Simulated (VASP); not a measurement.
# P (I4/mmm) in VASP: further runs

The runs below take P through single point, with PBEsol.

Everything below comes from runs of VASP 6.6.1. Logs are shortened: lines on timing, memory, paths and dates and some standing lists are left out, and cuts for length are marked.

### 1 The cell of the first run

The structure is tetragonal, space group I4/mmm (No. 139). Conventional cell: a = 2.674 Å, b = 2.674 Å, c = 4.740 Å, α = 90.00°, β = 90.00°, γ = 90.00°. P (site symmetry 4/mmm) has 12 P at 2.67 to 3.03 Å within 3.5 Å.

### 2 Single point, PBEsol (Sb replaced by P, lengths x 0.862, strained)

Input file INCAR:

```
SYSTEM = P
PREC = Accurate
ENCUT = 520
EDIFF = 1E-6
ISMEAR = 0
SIGMA = 0.1
LREAL = .False.
LASPH = .True.
NELM = 60
ALGO = Normal
ISIF = 2
LWAVE = .False.
LCHARG = .True.
GGA = PS
LELF = .True.
LVHAR = .True.
NBANDS = 8
```

Input file KPOINTS:

```
regular mesh
0
Gamma
  22 22 22
  0 0 0
```

Input file POSCAR:

```
P
1.0
   -1.3369651672      1.3369651672      2.3699456309
    1.3369651672     -1.3369651672      2.3699456309
    1.3369651672      1.3369651672     -2.3699456309
P
1
Direct
    0.0000000000      0.0000000000      0.0000000000
```

Potentials or basis: VASP PAW PBE potentials, release 64 (P).

Started as:

```console
$ cat potpaw_PBE.64/P/POTCAR > POTCAR
$ mpirun -np 1 vasp_std > vasp.out
```

OUTCAR:

```text
SYSTEM = P
   PREC = Accurate
   ENCUT = 520
   EDIFF = 1E-6
   ISMEAR = 0
   LREAL = .False.
   LASPH = .True.
   NELM = 60
   ISIF = 2
   GGA = PS

 ion  position               nearest neighbor table
   1  0.000  0.000  0.000-

  LATTYP: Found a body centered tetragonal cell.
 ALAT       =     2.6739303344
 C/A-ratio  =     1.7726307978

  Lattice vectors:

 A1 = (  -1.3369651672,   1.3369651672,   2.3699456309)
 A2 = (   1.3369651672,  -1.3369651672,   2.3699456309)
 A3 = (   1.3369651672,   1.3369651672,  -2.3699456309)

Analysis of symmetry for initial positions (statically):
=====================================================================
 Subroutine PRICEL returns:
 Original cell was already a primitive cell.

 Routine SETGRP: Setting up the symmetry group for a
 body centered tetragonal supercell.

 Subroutine GETGRP returns: Found 16 space group operations
 (whereof 16 operations were pure point group operations)
 out of a pool of 16 trial point group operations.

The static configuration has the point symmetry D_4h.

Analysis of symmetry for dynamics (positions and initial velocities):
=====================================================================
 Subroutine PRICEL returns:
 Original cell was already a primitive cell.

 Routine SETGRP: Setting up the symmetry group for a
 body centered tetragonal supercell.

 Subroutine GETGRP returns: Found 16 space group operations
 (whereof 16 operations were pure point group operations)
 out of a pool of 16 trial point group operations.

The dynamic configuration has the point symmetry D_4h.

 Subroutine INISYM returns: Found 16 space group operations
 (whereof 16 operations are pure point group operations),
 and found     1 'primitive' translations

----------------------------------------------------------------------------------------

                                     Primitive cell

  volume of cell :      16.9449

  direct lattice vectors                    reciprocal lattice vectors
    -1.336965167  1.336965167  2.369945631     0.000000000  0.373981321  0.210975304
     1.336965167 -1.336965167  2.369945631     0.373981321  0.000000000  0.210975304
[... 74 lines left out ...]
   PREC   = accura    normal or accurate (medium, high low for compatibility)
   ISTART =      0    job   : 0-new  1-cont  2-samecut
   ICHARG =      2    charge: 1-file 2-atom 10-const
   ISPIN  =      1    spin polarized calculation?
   LNONCOLLINEAR =      F non collinear calculations
   LSORBIT =      F    spin-orbit coupling
   LASPH  =      T    aspherical Exc in radial PAW
   ENCUT  =  520.0 eV  38.22 Ry    6.18 a.u.   5.64  5.64  5.64*2*pi/ulx,y,z
   NELM   =     60;   NELMIN=  2; NELMDL= -5     # of ELM steps
   EDIFF  = 0.1E-05   stopping-criterion for ELM
   LREAL  =      F    real-space projection
   EDIFFG = 0.1E-04   stopping-criterion for IOM
   NSW    =      0    number of steps for IOM
   IBRION =     -1    ionic relax: 0-MD 1-quasi-New 2-CG
   NFREE  =      0    steps in history (QN), initial steepest desc. (CG)
   ISIF   =      2    stress and relaxation
   ISYM   =      2    0-nonsym 1-usesym 2-fastsym
   POTIM  = 0.5000    time-step for ionic-motion
   TEBEG  =    0.0;   TEEND  =   0.0 temperature during run
   PSTRESS=    0.0 pullay stress
   NELECT =       5.0000    total number of electrons
   NUPDOWN=      -1.0000    fix difference up-down
   EMIN   =  10.00;   EMAX   =-10.00  energy-range for DOS
   EFERMI =   0.00;   METHOD = LEGACY
   ISMEAR =     0;   SIGMA  =   0.10  broadening in eV -4-tet -1-fermi 0-gaus
   EFERMI_NEDOS =   21; number of points for ismear=-14 and -15
   IALGO  =     38    algorithm
   IMIX   =      4    mixing-type and parameters
     AMIX     =   0.40;   BMIX     =  1.00
     AMIX_MAG =   1.60;   BMIX_MAG =  1.00
  volume/ion in A,a.u.               =      16.94       114.35
  Fermi-wavevector in a.u.,A,eV,Ry     =   1.089897  2.059606 16.162016  1.187875
  Thomas-Fermi vector in A             =   2.226110
   LORBIT       =      0    0 simple, 1 ext, 2 COOP (PROOUT), +10 PAW based schemes
   GGA     = PS    functional components
   LHFCALC =     F    Hartree Fock is set to
   AEXX    =    0.0000 exact exchange contribution
   IVDW    =     0    specifies the selected vdW correction
   LEPSILON=     F    determine dielectric tensor
   LRPA    =     F    only Hartree local field effects (RPA)
 non-spin polarized calculation
 Gauss-broadening in eV      SIGMA  =   0.10
  energy-cutoff  :      520.00
  volume of cell :       16.94
 maximum number of plane-waves:       468
   NGX = 11   NGY = 11   NGZ = 11

 number of electron       5.0000000 magnetization

 Free energy of the ion-electron system (eV)
  ---------------------------------------------------
  ext. energy  EPLUGINS =         0.00000000
  ---------------------------------------------------
  free energy    TOTEN  =        -5.00190496 eV

  energy without entropy =       -4.99892601  energy(sigma->0) =       -5.00041548

 E-fermi :   7.6365     XC(G=0): -10.8781

 val. band max:        7.6313982368   @ k =  -0.3636   0.3182  -0.0000
 cond. band min:       7.6370147314   @ k =   0.3182   0.2273   0.1818
 fundamental gap:      0.0056164945
 Fermi energy:         7.6364558837

 k-point     1 :       0.0000    0.0000    0.0000
  band No.  band energies     occupation
      1      -7.2174      2.00000
      2      12.1215      0.00000
      3      13.5201      0.00000
      4      13.5201      0.00000
      5      17.3693      0.00000
      6      19.1318      0.00000
      7      20.3647      0.00000
      8      20.3647      0.00000
[... 243 lines left out ...]
 k-point    24 :      -0.4545    0.0455   -0.0000
  band No.  band energies     occupation
      1      -2.6732      2.00000
      2       1.4563      2.00000
      3       9.3901      0.00000
      4      13.3683      0.00000
      5      14.4936      0.00000
      6      19.9153      0.00000
      7      19.9714      0.00000
      8      25.1489      0.00000

 [... further k-points ...]
[... 5 lines left out ...]
  --------------------------------------------------------------------------------------
  -------------------------------------------------------------------------------------
  Total       -1.8145343     -1.8145343     -0.7416783      0.0000000      0.0000000     -0.0000000
  in kB     -171.5683605   -171.5683605    -70.1273783      0.0000000      0.0000000     -0.0000000
  external PRESSURE =    -137.7546998 kB  Pullay stress =       0.0000000 kB

 VOLUME and BASIS-vectors are now :
 -----------------------------------------------------------------------------
  energy-cutoff  :      520.00
  volume of cell :       16.94
      direct lattice vectors                 reciprocal lattice vectors
    -1.336965167  1.336965167  2.369945631     0.000000000  0.373981321  0.210975304
     1.336965167 -1.336965167  2.369945631     0.373981321  0.000000000  0.210975304
     1.336965167  1.336965167 -2.369945631     0.373981321  0.373981321  0.000000000

 POSITION                                       TOTAL-FORCE (eV/Angst)
 -----------------------------------------------------------------------------------
      0.00000      0.00000      0.00000        -0.000000     -0.000000      0.000000
 -----------------------------------------------------------------------------------
    total drift:                                0.000000      0.000000     -0.000000

  FREE ENERGIE OF THE ION-ELECTRON SYSTEM (eV)
  ---------------------------------------------------
  free  energy   TOTEN  =        -5.0019049644 eV

  energy  without entropy=       -4.9989260055  energy(sigma->0) =       -5.00041548
```

stdout:

```text
POSCAR found type information on POSCAR P
 POSCAR found :  1 types and       1 ions
 scaLAPACK will be used
 -----------------------------------------------------------------------------
|                                                                             |
|                                                                             |
|     You enforced a specific xc type in the INCAR file but a different       |
|     I HOPE YOU KNOW WHAT YOU ARE DOING!                                     |
|                                                                             |
 -----------------------------------------------------------------------------

 LDA part: xc-table for (Slater+PW92), standard interpolation
 POSCAR, INCAR and KPOINTS ok, starting setup
 FFT: planning ... GRIDC
 FFT: planning ... GRID_SOFT
 FFT: planning ... GRID
 WAVECAR not read
 entering main loop
```

It took 51 s on 1 thread of Intel Xeon Platinum 8259CL at 2.50GHz (Skylake/Cascade Lake), shared host; peak memory 0.21 GiB.

Results:

| Item | Value |
| --- | --- |
| Free energy | -5.0019 eV |
| Pressure | -13.8 GPa |

Levels at points of the mesh, in eV from the Fermi level:
| k point | band 1 | band 2 | band 3 | band 4 | band 5 | band 6 | band 7 |
| --- | --- | --- | --- | --- | --- | --- | --- |
| (0.00, 0.00, 0.00) | -14.85 | 4.49 | 5.88 | 5.88 | 9.73 | 11.50 | 12.73 |
| (0.50, 0.00, 0.00) | -9.88 | -6.83 | 1.76 | 6.06 | 6.65 | 11.88 | 12.79 |
| (0.50, 0.50, 0.00) | -6.52 | -4.97 | -1.28 | 0.96 | 3.85 | 4.74 | 18.15 |
| (0.50, 0.50, 0.50) | -10.34 | -6.76 | 2.92 | 2.92 | 6.25 | 7.79 | 22.35 |

Caveat: the cell differs from its parent crystal (Sb replaced by P, lengths x 0.862, strained); the PAW data sets were made with another functional, which shifts forces and pressure a little.

### 3 Single point, PBEsol (Sb replaced by P, lengths x 0.862, strained)

Input file INCAR:

```
SYSTEM = P
  PREC = Accurate
  ENCUT = 520
  EDIFF = 1E-6
  ISMEAR = 0
  SIGMA = 0.1
  LREAL = .False.
  LASPH = .True.
  NELM = 100
  ALGO = Normal
  ISIF = 2
  LWAVE = .False.
  LCHARG = .False.
  GGA = PS
  NBANDS = 8
```

KPOINTS is that of step 2.

Input file POSCAR:

```
P
1.0
   -1.3237714767      1.3237714767      2.2771298698
    1.3237714767     -1.3237714767      2.2771298698
    1.3237714767      1.3237714767     -2.2771298698
P
1
Direct
    0.0000000000      0.0000000000      0.0000000000
```

Potentials or basis: VASP PAW PBE potentials, release 64 (P).

Started as:

```console
$ cat potpaw_PBE.64/P/POTCAR > POTCAR
$ mpirun -np 1 vasp_std > vasp.out
```

Run time: 2.3 min. Hardware: 1 thread of AMD EPYC 7R43 (Zen 3), shared host; peak memory 0.17 GiB.

Results (log left out):

| Quantity | Value |
| --- | --- |
| Free energy | -5.0572 eV |
| Pressure | -10.7 GPa |

Stress tensor (GPa, compression positive):
```
-13.99   0.00   0.00
  0.00 -13.99   0.00
  0.00   0.00  -4.19
```

Levels at points of the mesh, in eV from the Fermi level:
```csv
k point,band 1,band 2,band 3,band 4,band 5,band 6
"(0.00, 0.00, 0.00)",-15.38,5.22,6.30,6.30,9.97,12.46
"(0.50, 0.00, 0.00)",-10.05,-7.25,2.25,6.24,7.07,11.99
"(0.50, 0.50, 0.00)",-6.56,-5.36,-1.08,0.94,3.91,4.53
"(0.50, 0.50, 0.50)",-10.15,-7.08,2.80,2.80,5.97,7.58
```

Caveat: the cell differs from its parent crystal (Sb replaced by P, lengths x 0.862, strained); the PAW data sets were made with another functional, which shifts forces and pressure a little.
